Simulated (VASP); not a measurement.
Co, 1 atom in the cell. The cell holds a sheet with vacuum, 1 atom: a = 2.347 Å, b = 2.347 Å, c = 23.800 Å, α = 90.00°, β = 90.00°, γ = 120.00°. 

| Quantity | Value |
| --- | --- |
| Program | VASP 6.6.1 |
| Task | single point |
| Functional | PBE |
| Potentials or basis | VASP PAW PBE potentials, release 64 (Co) |
| Cutoff | 520 eV |
| k mesh | 13 × 13 × 1 |
| Occupations | fermi-dirac, width 0.05 eV |
| Spin | collinear spin, ferromagnetic start |
| Starting moments | [2.0] μB |
| Dipole correction | no |
| Further INCAR settings | ALGO = Normal; EDIFF = 1e-06; NBANDS = 14 |

Potentials or basis: VASP PAW PBE potentials, release 64 (Co).

Run with:

```bash
$ cat potpaw_PBE.64/Co/POTCAR > POTCAR
$ mpirun -np 1 vasp_std > vasp.out
```

Hardware: 1 thread of Intel(R) Xeon(R) Platinum 8375C CPU @ 2.90GHz (Ice Lake) (shared host).

Estimate the wall time of this run.

It took 110 s on 1 thread of Intel(R) Xeon(R) Platinum 8375C CPU @ 2.90GHz (Ice Lake) (shared host), peak memory 0.28 GiB. Counts: scf iterations 28, k points 21.
